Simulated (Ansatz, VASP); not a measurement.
## Two plane-wave programs on Be

```
Be
1.0
     3.74681    0.00000    0.00000
     0.00000    3.74681    0.00000
     0.00000    0.00000    2.28128
Be
4
Direct
  0.29400 0.29188 0.97722
  0.69946 0.70946 0.98756
  0.20828 0.77924 0.53792
  0.79826 0.21943 0.49730
```

Alike in both runs: task single point; functional LDA; k mesh 4 × 4 × 6; no spin polarisation.

```csv
,VASP,Ansatz
version,VASP 6.6.1,Ansatz 0.2.0
potentials or method,"VASP PAW LDA potentials, release 64 (Be), cutoff 600 eV","plane waves, PAW"
occupations,"fermi-dirac, width 0.1 eV",fermi-dirac
valence electrons in the cell,8,8
```

VASP gave:

| Quantity | Value |
| --- | --- |
| rms of the force components (eV/Å) | 0.399 |

**Question.** What did Ansatz give for the same quantities?

**Answer.** rms of the force components (eV/Å): 0.398.

LDA's correlation is that of Perdew and Zunger in VASP and of Perdew and Wang (1992) in Ansatz. Atom by atom the forces differ by 0.001 eV/Å (rms over components).

The k mesh is coarse, so the values compare programs but aren't converged.
